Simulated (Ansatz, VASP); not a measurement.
Al2O3 in VASP and in Ansatz

Contents of INCAR:

```
SYSTEM = Al2O3
  PREC = Accurate
  ENCUT = 520
  EDIFF = 1E-6
  ISMEAR = 0
  SIGMA = 0.02
  LREAL = .False.
  LASPH = .True.
  NELM = 80
  ALGO = Normal
  ISIF = 2
  LWAVE = .False.
  LCHARG = .False.
  GGA = PE
  NBANDS = 35
```

Contents of KPOINTS:

```
Automatic mesh
0
Gamma
  6 6 6
  0 0 0
```

POSCAR

```
Al2O3
1.0
    2.4042988063      1.3881225631      4.3749117470
   -2.4042988063      1.3881225631      4.3749117470
    0.0000000000     -2.7762451261      4.3749117470
Al O
4 6
Direct
    0.1478748935      0.1478748935      0.1478748935
    0.3521251065      0.3521251065      0.3521251065
    0.6478748935      0.6478748935      0.6478748935
    0.8521251065      0.8521251065      0.8521251065
    0.9438371958      0.5561628042      0.2500000000
    0.4438371958      0.7500000000      0.0561628042
    0.5561628042      0.2500000000      0.9438371958
    0.2500000000      0.9438371958      0.5561628042
    0.7500000000      0.0561628042      0.4438371958
    0.0561628042      0.4438371958      0.7500000000
```

Input for Ansatz:

```yaml
crystal:
  lattice:
    - [2.4042988063, 1.3881225631, 4.374911747]
    - [-2.4042988063, 1.3881225631, 4.374911747]
    - [0.0, -2.7762451261, 4.374911747]
  atoms:
    - { symbol: Al, position: [0.1478748935, 0.1478748935, 0.1478748935] }
    - { symbol: Al, position: [0.3521251065, 0.3521251065, 0.3521251065] }
    - { symbol: Al, position: [0.6478748935, 0.6478748935, 0.6478748935] }
    - { symbol: Al, position: [0.8521251065, 0.8521251065, 0.8521251065] }
    - { symbol: O, position: [0.9438371958, 0.5561628042, 0.25] }
    - { symbol: O, position: [0.4438371958, 0.75, 0.0561628042] }
    - { symbol: O, position: [0.5561628042, 0.25, 0.9438371958] }
    - { symbol: O, position: [0.25, 0.9438371958, 0.5561628042] }
    - { symbol: O, position: [0.75, 0.0561628042, 0.4438371958] }
    - { symbol: O, position: [0.0561628042, 0.4438371958, 0.75] }
basis:
  ecutwfc: 420
  xc_grid: 2
kpoints:
  mp_grid: { grid: [6, 6, 6] }
  band_path: { path: [VBM, CBM], npoints: 2 }
hamiltonian:
  xc: pbe
scf:
  occupations: { method: gaussian, width: 0.02 }
output:
  forces: true
  stress: true
  eigenvalues: true
```

Alike in both runs: task single point; functional PBE; k mesh 6 × 6 × 6; occupations gaussian, width 0.02 eV; no spin polarisation.

|  | VASP | Ansatz |
| --- | --- | --- |
| version | VASP 6.6.1 | Ansatz 0.2.0 |
| potentials or method | VASP PAW PBE potentials, release 64 (Al, O), cutoff 520 eV | scalar-relativistic, plane waves, PAW |
| valence electrons in the cell | 48 | 48 |

|  | VASP | Ansatz | Ansatz less VASP |
| --- | --- | --- | --- |
| gap on the k mesh at the Fermi level (eV) | 5.85 | 5.85 | +0.004 |
| least direct gap on the mesh (eV) | 5.85 | 5.85 | +0.004 |
| pressure (GPa) | -0.1 | 0.0 | +0.16 |

With one functional, cell and mesh, what is left measures potentials, basis and numerics.
